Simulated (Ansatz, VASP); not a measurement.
## Two plane-wave programs on ZnS

Contents of INCAR:

```
SYSTEM = ZnS
  ALGO = Normal
  EDIFF = 1E-6
  ENCUT = 520
  GGA = PE
  ISIF = 2
  ISMEAR = 0
  LASPH = .TRUE.
  LCHARG = .FALSE.
  LREAL = .FALSE.
  LWAVE = .FALSE.
  NBANDS = 46
  NELM = 80
  PREC = Accurate
  SIGMA = 0.05
```

KPOINTS

```
k-points
0
G
  6 6 6
  0 0 0
```

File POSCAR:

```
ZnS
1.0
    5.4093000000      0.0000000000      0.0000000000
    0.0000000000     -5.4093000000      0.0000000000
    0.0000000000      0.0000000000     -5.4093000000
Zn S
4 4
Direct
   -0.0235922484      0.5113782637      0.5480690199
    0.4994894207     -0.0048514185      0.4828351640
    0.5276133233      0.4916188268     -0.0107460999
   -0.0168384391     -0.0119993889      0.0155522977
    0.7682276354      0.7989395638      0.7814299306
    0.2483946214      0.2238981265      0.7458777967
    0.2053486614      0.7296921477      0.1839744860
    0.7913570253      0.2613238789      0.2530074050
```

Input for Ansatz:

```yaml
crystal:
  lattice:
    - [5.4093, 0.0, 0.0]
    - [0.0, -5.4093, 0.0]
    - [0.0, 0.0, -5.4093]
  atoms:
    - { symbol: Zn, position: [-0.0235922484, 0.5113782637, 0.5480690199] }
    - { symbol: Zn, position: [0.4994894207, -0.0048514185, 0.482835164] }
    - { symbol: Zn, position: [0.5276133233, 0.4916188268, -0.0107460999] }
    - { symbol: Zn, position: [-0.0168384391, -0.0119993889, 0.0155522977] }
    - { symbol: S, position: [0.7682276354, 0.7989395638, 0.7814299306] }
    - { symbol: S, position: [0.2483946214, 0.2238981265, 0.7458777967] }
    - { symbol: S, position: [0.2053486614, 0.7296921477, 0.183974486] }
    - { symbol: S, position: [0.7913570253, 0.2613238789, 0.253007405] }
basis:
  ecutwfc: 420
kpoints:
  mp_grid: { grid: [6, 6, 6] }
hamiltonian:
  xc: pbe
scf:
  occupations: { method: gaussian, width: 0.05 }
output:
  forces: true
  stress: true
  eigenvalues: true
```

Change from the starting cell: all atoms moved at random (sigma 0.15 Å a component).

Alike in both runs: task single point; functional PBE; k mesh 6 × 6 × 6; occupations gaussian, width 0.05 eV; no spin polarisation.

```csv
,VASP,Ansatz
version,VASP 6.6.1,Ansatz 0.2.0
potentials or method,"VASP PAW PBE potentials, release 64 (Zn, S), cutoff 520 eV","scalar-relativistic, plane waves, PAW"
valence electrons in the cell,72,72
```

VASP gave:

| Property | Result |
| --- | --- |
| gap on the k mesh at the Fermi level (eV) | 1.66 |
| least direct gap on the mesh (eV) | 1.66 |
| pressure (GPa) | 4.8 |
| traceless stress, the component that is largest in VASP (GPa) | -3.73 |
| rms of the force components (eV/Å) | 1.771 |

Estimate Ansatz's values.

gap on the k mesh at the Fermi level (eV): 1.65; least direct gap on the mesh (eV): 1.65; pressure (GPa): 4.6; traceless stress, the component that is largest in VASP (GPa): -3.72; rms of the force components (eV/Å): 1.763.

Atom by atom the forces differ by 0.009 eV/Å (rms over components).
